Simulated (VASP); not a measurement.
# WS2 in VASP: further runs

Runs on WS2. Level: PBE+D3(BJ). Tasks: single point.

Everything below comes from runs of VASP 6.6.1. Logs are shortened: lines on timing, memory, paths and dates and some standing lists are left out, and cuts for length are marked.

**1. The cell of the first run**

The cell holds a slab with vacuum, 3 atoms: a = 2.970 Å, b = 2.970 Å, c = 32.291 Å, α = 90.00°, β = 90.00°, γ = 120.00°.

**2. Single point, PBE+D3(BJ)**

Contents of INCAR:

```
SYSTEM = WS2
PREC = Accurate
ENCUT = 520
EDIFF = 1E-6
ISMEAR = 0
SIGMA = 0.02
LREAL = .False.
LASPH = .True.
NELM = 80
ALGO = Normal
ISIF = 2
LWAVE = .False.
LCHARG = .True.
LDIPOL = .True.
IDIPOL = 3
DIPOL = 0.5 0.5 0.500
GGA = PE
IVDW = 12
LELF = .True.
LVHAR = .True.
LVACPOTAV = .True.
NBANDS = 20
```

Contents of KPOINTS:

```
regular mesh
0
Gamma
  12 12 1
  0 0 0
```

Contents of POSCAR:

```
WS2
1.0
    2.9700000000      0.0000000000      0.0000000000
   -1.4850000000      2.5720954492      0.0000000000
    0.0000000000      0.0000000000     32.2910878415
S W
2 1
Direct
    0.3333333333      0.6666666667      0.4512000864
    0.3333333333      0.6666666667      0.5488121587
    0.6666666667      0.3333333333      0.5000061202
```

Potentials or basis: VASP PAW PBE potentials, release 64 (S, W_sv).

Started as:

```
$ cat potpaw_PBE.64/S/POTCAR potpaw_PBE.64/W_sv/POTCAR > POTCAR
$ mpirun -np 1 vasp_std > vasp.out
```

OUTCAR:

```text
SYSTEM = WS2
   PREC = Accurate
   ENCUT = 520
   EDIFF = 1E-6
   ISMEAR = 0
   LREAL = .False.
   LASPH = .True.
   NELM = 80
   ISIF = 2
   GGA = PE
   IVDW = 12
 IVDW          = 12

 ion  position               nearest neighbor table
   1  0.333  0.667  0.451-   3 2.33   3 2.33   3 2.33
   2  0.333  0.667  0.549-   3 2.33   3 2.33   3 2.33
   3  0.667  0.333  0.500-   1 2.33   1 2.33   1 2.33   2 2.33   2 2.33   2 2.33

  LATTYP: Found a hexagonal cell.
 ALAT       =     2.9700000000
 C/A-ratio  =    10.8724201487

  Lattice vectors:

 A1 = (   2.9700000000,   0.0000000000,   0.0000000000)
 A2 = (  -1.4850000000,   2.5720954492,   0.0000000000)
 A3 = (   0.0000000000,   0.0000000000,  32.2910878415)

Analysis of symmetry for initial positions (statically):
=====================================================================
 Subroutine PRICEL returns:
 Original cell was already a primitive cell.

 Routine SETGRP: Setting up the symmetry group for a
 hexagonal supercell.

 Subroutine GETGRP returns: Found 12 space group operations
 (whereof  6 operations were pure point group operations)
 out of a pool of 24 trial point group operations.

The static configuration has the point symmetry C_3v.
 The point group associated with its full space group is D_3h.

Analysis of symmetry for dynamics (positions and initial velocities):
=====================================================================
 Subroutine PRICEL returns:
 Original cell was already a primitive cell.

 Routine SETGRP: Setting up the symmetry group for a
 hexagonal supercell.

 Subroutine GETGRP returns: Found 12 space group operations
 (whereof  6 operations were pure point group operations)
 out of a pool of 24 trial point group operations.

The dynamic configuration has the point symmetry C_3v.
 The point group associated with its full space group is D_3h.

 Subroutine INISYM returns: Found 12 space group operations
 (whereof  6 operations are pure point group operations),
 and found     1 'primitive' translations

----------------------------------------------------------------------------------------

                                     Primitive cell

  volume of cell :     246.6756

  direct lattice vectors                    reciprocal lattice vectors
     2.970000000  0.000000000  0.000000000     0.336700337  0.194394030  0.000000000
    -1.485000000  2.572095449  0.000000000     0.000000000  0.388788060  0.000000000
     0.000000000  0.000000000 32.291087842     0.000000000  0.000000000  0.030968297
[... 85 lines left out ...]
   NFREE  =      0    steps in history (QN), initial steepest desc. (CG)
   ISIF   =      2    stress and relaxation
   ISYM   =      2    0-nonsym 1-usesym 2-fastsym
   POTIM  = 0.5000    time-step for ionic-motion
   TEBEG  =    0.0;   TEEND  =   0.0 temperature during run
   PSTRESS=    0.0 pullay stress
   NELECT =      26.0000    total number of electrons
   NUPDOWN=      -1.0000    fix difference up-down
   EMIN   =  10.00;   EMAX   =-10.00  energy-range for DOS
   EFERMI =   0.00;   METHOD = LEGACY
   ISMEAR =     0;   SIGMA  =   0.02  broadening in eV -4-tet -1-fermi 0-gaus
   EFERMI_NEDOS =   21; number of points for ismear=-14 and -15
   IALGO  =     38    algorithm
   IMIX   =      4    mixing-type and parameters
     AMIX     =   0.40;   BMIX     =  1.00
     AMIX_MAG =   1.60;   BMIX_MAG =  1.00
  volume/ion in A,a.u.               =      82.23       554.88
  Fermi-wavevector in a.u.,A,eV,Ry     =   0.773316  1.461356  8.136532  0.598018
  Thomas-Fermi vector in A             =   1.875135
   LORBIT       =      0    0 simple, 1 ext, 2 COOP (PROOUT), +10 PAW based schemes
   GGA     = PE    functional components
   LHFCALC =     F    Hartree Fock is set to
   AEXX    =    0.0000 exact exchange contribution
   IVDW    =    12    specifies the selected vdW correction
   LEPSILON=     F    determine dielectric tensor
   LRPA    =     F    only Hartree local field effects (RPA)
 non-spin polarized calculation
 Gauss-broadening in eV      SIGMA  =   0.02
  energy-cutoff  :      520.00
  volume of cell :      246.68
 maximum number of plane-waves:      6757
 NGX is ok and might be reduce to    24
   NGX = 11   NGY = 11   NGZ =121

 number of electron      26.0000002 magnetization

 dipolmoment           0.000000      0.000000     -0.000001 electrons x Angstroem

 Free energy of the ion-electron system (eV)
  ---------------------------------------------------
  ext. energy  EPLUGINS =         0.00000000
  ---------------------------------------------------
  free energy    TOTEN  =       -23.01368610 eV

  energy without entropy =      -23.01368610  energy(sigma->0) =      -23.01368610

 E-fermi :  -2.7496     XC(G=0):  -2.5579

 val. band max:       -2.8703187530   @ k =   0.3333   0.3333   0.0000
 cond. band min:      -0.9802881554   @ k =   0.1667   0.1667   0.0000
 fundamental gap:      1.8900305977
 Fermi energy:        -2.7496232199

 k-point     1 :       0.0000    0.0000    0.0000
  band No.  band energies     occupation
      1     -76.5089      2.00000
      2     -40.9782      2.00000
      3     -40.5345      2.00000
      4     -40.5345      2.00000
      5     -18.5612      2.00000
      6     -16.7273      2.00000
[... 426 lines left out ...]
     19       5.0040      0.00000
     20       6.6744      0.00000

------------------------ aborting loop because EDIFF is reached ----------------------------------------

 vacuum level on the upper side and lower side of the slab       (xc-potential included)        -0.096        -0.096

 Edisp (eV)   -1.05833

 E8    (eV) :    -0.4766

  FORCE on cell =-STRESS in cart. coord.  units (eV):
  Direction    XX          YY          ZZ          XY          YZ          ZX
  --------------------------------------------------------------------------------------
  -------------------------------------------------------------------------------------
  Total       8.81248     8.81248     5.24889     0.00000    -0.00000     0.00000
  in kB      57.23772    57.23772    34.09196     0.00000    -0.00000     0.00000
  external pressure =       49.52 kB  Pullay stress =        0.00 kB

 VOLUME and BASIS-vectors are now :
 -----------------------------------------------------------------------------
  energy-cutoff  :      520.00
  volume of cell :      246.68
      direct lattice vectors                 reciprocal lattice vectors
     2.970000000  0.000000000  0.000000000     0.336700337  0.194394030  0.000000000
    -1.485000000  2.572095449  0.000000000     0.000000000  0.388788060  0.000000000
     0.000000000  0.000000000 32.291087842     0.000000000  0.000000000  0.030968297

 POSITION                                       TOTAL-FORCE (eV/Angst)
 -----------------------------------------------------------------------------------
     -0.00000      1.71473     14.56974         0.000000     -0.000000     -1.674568
     -0.00000      1.71473     17.72174         0.000000     -0.000000      1.674568
      1.48500      0.85737     16.14574        -0.000000      0.000000      0.000000
 -----------------------------------------------------------------------------------
    total drift:                                0.000000     -0.000000     -0.000161

  FREE ENERGIE OF THE ION-ELECTRON SYSTEM (eV)
  ---------------------------------------------------
  free  energy   TOTEN  =       -24.0720193275 eV

  energy  without entropy=      -24.0720193275  energy(sigma->0) =      -24.07201933

 vacuum level on the upper side and lower side of the slab         2.647         2.647
```

OSZICAR:

```text
N       E                     dE             d eps       ncg     rms          rms(c)
DAV:   1     0.197501589351E+03    0.19750E+03   -0.13060E+04   936   0.996E+02
DAV:   2    -0.684460784860E+01   -0.20435E+03   -0.19623E+03  1052   0.228E+02
DAV:   3    -0.238862842537E+02   -0.17042E+02   -0.16979E+02  1080   0.688E+01
[... 15 lines left out ...]
DAV:  19    -0.230136712647E+02   -0.88244E-05   -0.11978E-07   752   0.145E-03    0.277E-03
DAV:  20    -0.230136813589E+02   -0.10094E-04   -0.28682E-07   764   0.231E-03    0.239E-03
DAV:  21    -0.230136841682E+02   -0.28094E-05   -0.66065E-08   680   0.119E-03    0.119E-03
DAV:  22    -0.230136856920E+02   -0.15237E-05   -0.44087E-08   640   0.756E-04    0.348E-04
DAV:  23    -0.230136860961E+02   -0.40411E-06   -0.53887E-09   556   0.258E-04
   1 F= -.24072019E+02 E0= -.24072019E+02  d E =-.239197E-19
```

stdout:

```text
POSCAR found type information on POSCAR S W
 POSCAR found :  2 types and       3 ions
 scaLAPACK will be used
 LDA part: xc-table for (Slater+PW92), standard interpolation
 POSCAR, INCAR and KPOINTS ok, starting setup
 FFT: planning ... GRIDC
 FFT: planning ... GRID_SOFT
 FFT: planning ... GRID
 WAVECAR not read
 entering main loop
```

It took 77 s on 1 thread of Intel Xeon 6975P-C (Granite Rapids), shared host; peak memory 0.41 GiB.

What came out:

```
Free energy                            : -24.0720 eV
Largest force                          : 1.675 eV/Å
Band gap on the k mesh                 : 1.89 eV (least direct gap 2.77 eV)
Dispersion energy per atom             : -0.353 eV
Ionisation potential of the upper face : 5.52 eV
```

Forces on the atoms (eV/Å):
```
S    0.000  0.000 -1.675
S    0.000  0.000  1.675
W    0.000  0.000  0.000
```

Caveat: spin-orbit coupling is left out, which moves the levels of the heavy elements.

**3. Single point, PBE+D3(BJ)**

Contents of INCAR:

```
SYSTEM = WS2
  ALGO = Normal
  DIPOL = 0.5 0.5 0.500
  EDIFF = 1E-6
  ENCUT = 520
  GGA = PE
  IDIPOL = 3
  ISIF = 2
  ISMEAR = 0
  IVDW = 12
  LASPH = .TRUE.
  LCHARG = .FALSE.
  LDIPOL = .TRUE.
  LREAL = .FALSE.
  LWAVE = .FALSE.
  NBANDS = 20
  NELM = 60
  PREC = Accurate
  SIGMA = 0.02
```

Contents of KPOINTS:

```
k-points
0
G
  12 12 1
  0 0 0
```

Contents of POSCAR:

```
WS2
1.0
    2.9700000000      0.0000000000      0.0000000000
   -1.4850000000      2.5720954492      0.0000000000
    0.0000000000      0.0000000000     32.2910878415
S W
2 1
Direct
    0.3333333333      0.6666666667      0.4486606861
    0.3333333333      0.6666666667      0.5513515590
    0.6666666667      0.3333333333      0.5000061201
```

Potentials or basis: VASP PAW PBE potentials, release 64 (S, W_sv).

Started as:

```
$ cat potpaw_PBE.64/S/POTCAR potpaw_PBE.64/W_sv/POTCAR > POTCAR
$ mpirun -np 1 vasp_std > vasp.out
```

It took 81 s on 1 thread of Intel Xeon 6975P-C (Granite Rapids), shared host; peak memory 0.41 GiB.

The run converged. Its results:

- Free energy: -24.1881 eV
- Largest force: 0.192 eV/Å
- Band gap on the k mesh: 1.56 eV (least direct gap 2.38 eV)
- Dispersion energy per atom: -0.346 eV

Forces in eV/Å, atoms in the order of the input:
```
S    0.000  0.000  0.192
S    0.000  0.000 -0.192
W    0.000  0.000  0.000
```

Levels at points of the mesh, in eV from the valence-band top:
```tsv
k point	band 9	band 10	band 11	band 12	band 13	band 14	band 15	band 16	band 17	band 18
(0.00, 0.00, 0.00)	-2.25	-2.25	-1.07	-0.80	-0.80	3.41	3.41	3.53	3.53	4.98
(0.50, 0.00, 0.00)	-4.80	-3.05	-2.81	-1.13	-0.59	3.44	4.03	4.05	4.96	6.31
```

Caveat: spin-orbit coupling is left out, which moves the levels of the heavy elements.
